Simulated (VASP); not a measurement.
# CdH2O2 (P-3m1) in VASP: single point with LDA

Aim: the single point of CdH2O2 with LDA.

All numbers are computed with VASP 6.6.1; they aren't measurements. Logs are shortened: lines on timing, memory, paths and dates and some standing lists are left out, and cuts for length are marked.

**1. The cell of the first run**

The structure is trigonal, space group P-3m1 (No. 164). Conventional cell: a = 3.516 Å, b = 3.516 Å, c = 4.643 Å, α = 90.00°, β = 90.00°, γ = 120.00°. Cd (site symmetry -3m) has 6 O at 2.32 Å and 6 H at 2.91 Å within 3.1 Å. H (site symmetry 3m) has 1 O at 0.97 Å within 1.3 Å. Within 1.3 Å of O (site symmetry 3m) lie 1 H at 0.97 Å.

**2. Single point, LDA**

INCAR

```
SYSTEM = CdH2O2
PREC = Accurate
ENCUT = 600
EDIFF = 1E-6
ISMEAR = 0
SIGMA = 0.1
LREAL = .FALSE.
LASPH = .TRUE.
NELM = 120
ALGO = Normal
ISIF = 2
LWAVE = .FALSE.
LCHARG = .TRUE.
LELF = .TRUE.
LVHAR = .TRUE.
NBANDS = 25
GGA_COMPAT = .FALSE.
```

KPOINTS

```
regular mesh
0
G
  6 6 4
  0 0 0
```

POSCAR

```
CdH2O2
1.0
    3.5155259648      0.0000000000      0.0000000000
   -1.7577629824      3.0445347931      0.0000000000
    0.0000000000      0.0000000000      4.6429792900
Cd H O
1 2 2
Direct
    0.0000000000      0.0000000000      0.0000000000
    0.6666666700      0.3333333300      0.5509607200
    0.3333333300      0.6666666700      0.4490392800
    0.6666666700      0.3333333300      0.7593720000
    0.3333333300      0.6666666700      0.2406280000
```

Potentials or basis: VASP PAW LDA potentials, release 64 (Cd_sv_GW, H, O).

Run with:

```sh
cat potpaw_LDA.64/Cd_sv_GW/POTCAR potpaw_LDA.64/H/POTCAR potpaw_LDA.64/O/POTCAR > POTCAR
mpirun -np 1 vasp_std > vasp.out
```

OUTCAR:

```text
SYSTEM = CdH2O2
   PREC = Accurate
   ENCUT = 600
   EDIFF = 1E-6
   ISMEAR = 0
   LREAL = .FALSE.
   LASPH = .TRUE.
   NELM = 120
   ISIF = 2

 ion  position               nearest neighbor table
   1  0.000  0.000  0.000-   4 2.32   5 2.32   5 2.32   4 2.32   4 2.32   5 2.32
   2  0.667  0.333  0.551-   4 0.97
   3  0.333  0.667  0.449-   5 0.97
   4  0.667  0.333  0.759-   2 0.97   1 2.32   1 2.32   1 2.32
   5  0.333  0.667  0.241-   3 0.97   1 2.32   1 2.32   1 2.32

  LATTYP: Found a hexagonal cell.
 ALAT       =     3.5155259648
 C/A-ratio  =     1.3207068690

  Lattice vectors:

 A1 = (   3.5155259648,   0.0000000000,   0.0000000000)
 A2 = (  -1.7577629824,   3.0445347931,   0.0000000000)
 A3 = (   0.0000000000,   0.0000000000,   4.6429792900)

Analysis of symmetry for initial positions (statically):
=====================================================================
 Subroutine PRICEL returns:
 Original cell was already a primitive cell.

 Routine SETGRP: Setting up the symmetry group for a
 hexagonal supercell.

 Subroutine GETGRP returns: Found 12 space group operations
 (whereof 12 operations were pure point group operations)
 out of a pool of 24 trial point group operations.

The static configuration has the point symmetry D_3d.

Analysis of symmetry for dynamics (positions and initial velocities):
=====================================================================
 Subroutine PRICEL returns:
 Original cell was already a primitive cell.

 Routine SETGRP: Setting up the symmetry group for a
 hexagonal supercell.

 Subroutine GETGRP returns: Found 12 space group operations
 (whereof 12 operations were pure point group operations)
 out of a pool of 24 trial point group operations.

The dynamic configuration has the point symmetry D_3d.

 Subroutine INISYM returns: Found 12 space group operations
 (whereof 12 operations are pure point group operations),
 and found     1 'primitive' translations

----------------------------------------------------------------------------------------

                                     Primitive cell

  volume of cell :      49.6945

  direct lattice vectors                    reciprocal lattice vectors
     3.515525965  0.000000000  0.000000000     0.284452457  0.164228703  0.000000000
[... 90 lines left out ...]
   NELM   =    120;   NELMIN=  2; NELMDL= -5     # of ELM steps
   EDIFF  = 0.1E-05   stopping-criterion for ELM
   LREAL  =      F    real-space projection
   EDIFFG = 0.1E-04   stopping-criterion for IOM
   NSW    =      0    number of steps for IOM
   IBRION =     -1    ionic relax: 0-MD 1-quasi-New 2-CG
   NFREE  =      0    steps in history (QN), initial steepest desc. (CG)
   ISIF   =      2    stress and relaxation
   ISYM   =      2    0-nonsym 1-usesym 2-fastsym
   POTIM  = 0.5000    time-step for ionic-motion
   TEBEG  =    0.0;   TEEND  =   0.0 temperature during run
   PSTRESS=    0.0 pullay stress
   NELECT =      34.0000    total number of electrons
   NUPDOWN=      -1.0000    fix difference up-down
   EMIN   =  10.00;   EMAX   =-10.00  energy-range for DOS
   EFERMI =   0.00;   METHOD = LEGACY
   ISMEAR =     0;   SIGMA  =   0.10  broadening in eV -4-tet -1-fermi 0-gaus
   EFERMI_NEDOS =   21; number of points for ismear=-14 and -15
   IALGO  =     38    algorithm
   IMIX   =      4    mixing-type and parameters
     AMIX     =   0.40;   BMIX     =  1.00
     AMIX_MAG =   1.60;   BMIX_MAG =  1.00
  volume/ion in A,a.u.               =       9.94        67.07
  Fermi-wavevector in a.u.,A,eV,Ry     =   1.442553  2.726030 28.313172  2.080959
  Thomas-Fermi vector in A             =   2.561060
   LORBIT       =      0    0 simple, 1 ext, 2 COOP (PROOUT), +10 PAW based schemes
   GGA     = CA    functional components
   LHFCALC =     F    Hartree Fock is set to
   AEXX    =    0.0000 exact exchange contribution
   IVDW    =     0    specifies the selected vdW correction
   LEPSILON=     F    determine dielectric tensor
   LRPA    =     F    only Hartree local field effects (RPA)
 non-spin polarized calculation
 Gauss-broadening in eV      SIGMA  =   0.10
  energy-cutoff  :      600.00
  volume of cell :       49.69
 maximum number of plane-waves:      1668
   NGX = 13   NGY = 13   NGZ = 19

 number of electron      34.0000007 magnetization

 Free energy of the ion-electron system (eV)
  ---------------------------------------------------
  ext. energy  EPLUGINS =         0.00000000
  ---------------------------------------------------
  free energy    TOTEN  =       -25.17033590 eV

  energy without entropy =      -25.17033590  energy(sigma->0) =      -25.17033590

 E-fermi :   1.9287     XC(G=0): -10.6644

 val. band max:        1.2164767250   @ k =   0.5000   0.0000   0.0000
 cond. band min:       2.7815310877   @ k =   0.0000   0.0000   0.0000
 fundamental gap:      1.5650543627
 Fermi energy:         1.9287200716

 k-point     1 :       0.0000    0.0000    0.0000
  band No.  band energies     occupation
      1     -97.8317      2.00000
      2     -59.2814      2.00000
      3     -59.2264      2.00000
      4     -59.2264      2.00000
      5     -17.0895      2.00000
      6     -16.0275      2.00000
[... 661 lines left out ...]
     24      17.3914      0.00000
     25      18.0613      0.00000

------------------------ aborting loop because EDIFF is reached ----------------------------------------

  FORCE on cell =-STRESS in cart. coord.  units (eV):
  Direction    XX          YY          ZZ          XY          YZ          ZX
  --------------------------------------------------------------------------------------
  -------------------------------------------------------------------------------------
  Total       -1.9062310     -1.9062310     -0.2046215      0.0000000      0.0000000      0.0000000
  in kB      -61.4579557    -61.4579557     -6.5971107      0.0000000      0.0000000      0.0000000
  external PRESSURE =     -43.1710074 kB  Pullay stress =       0.0000000 kB

 VOLUME and BASIS-vectors are now :
 -----------------------------------------------------------------------------
  energy-cutoff  :      600.00
  volume of cell :       49.69
      direct lattice vectors                 reciprocal lattice vectors
     3.515525965  0.000000000  0.000000000     0.284452457  0.164228703  0.000000000
    -1.757762982  3.044534793  0.000000000     0.000000000  0.328457406  0.000000000
     0.000000000  0.000000000  4.642979290     0.000000000  0.000000000  0.215378949

 POSITION                                       TOTAL-FORCE (eV/Angst)
 -----------------------------------------------------------------------------------
      0.00000      0.00000      0.00000        -0.000000      0.000000     -0.000000
      1.75776      1.01484      2.55810        -0.000000      0.000000     -0.780132
     -0.00000      2.02969      2.08488        -0.000000     -0.000000      0.780132
      1.75776      1.01484      3.52575         0.000000      0.000000      1.068537
     -0.00000      2.02969      1.11723        -0.000000     -0.000000     -1.068537
 -----------------------------------------------------------------------------------
    total drift:                                0.000000     -0.000000      0.000000

  FREE ENERGIE OF THE ION-ELECTRON SYSTEM (eV)
  ---------------------------------------------------
  free  energy   TOTEN  =       -25.1703359011 eV

  energy  without entropy=      -25.1703359011  energy(sigma->0) =      -25.17033590
```

It took 17 s on 1 thread of Intel Xeon 6975P-C (Granite Rapids), shared host; peak memory 0.18 GiB.

What came out:

```
Free energy            : -25.1703 eV
Pressure               : -4.3 GPa
Largest force          : 1.069 eV/Å
Band gap on the k mesh : 1.56 eV (least direct gap 1.92 eV)
```

Forces on the atoms (eV/Å):
```
Cd   0.000  0.000  0.000
H    0.000  0.000 -0.780
H    0.000  0.000  0.780
O    0.000  0.000  1.069
O    0.000  0.000 -1.069
```

Stress tensor (GPa, compression positive):
```
-6.15  0.00  0.00
 0.00 -6.15  0.00
 0.00  0.00 -0.66
```

Levels at points of the mesh, in eV from the valence-band top:
```tsv
k point	band 15	band 16	band 17	band 18	band 19	band 20
(0.00, 0.00, 0.00)	-1.08	-0.35	-0.35	1.56	6.00	9.83
(0.50, 0.00, 0.00)	-2.50	-2.25	0.00	6.30	6.37	8.68
(0.00, 0.00, 0.50)	-1.33	-0.07	-0.07	4.15	4.26	10.96
(0.50, 0.00, 0.50)	-2.03	-1.78	-0.50	5.85	6.81	8.90
```

Caveat: the cell stands under tension; forces of over 1 eV/Å act on the atoms, so gaps and moduli don't describe the material at rest. A k mesh can miss the band edges.
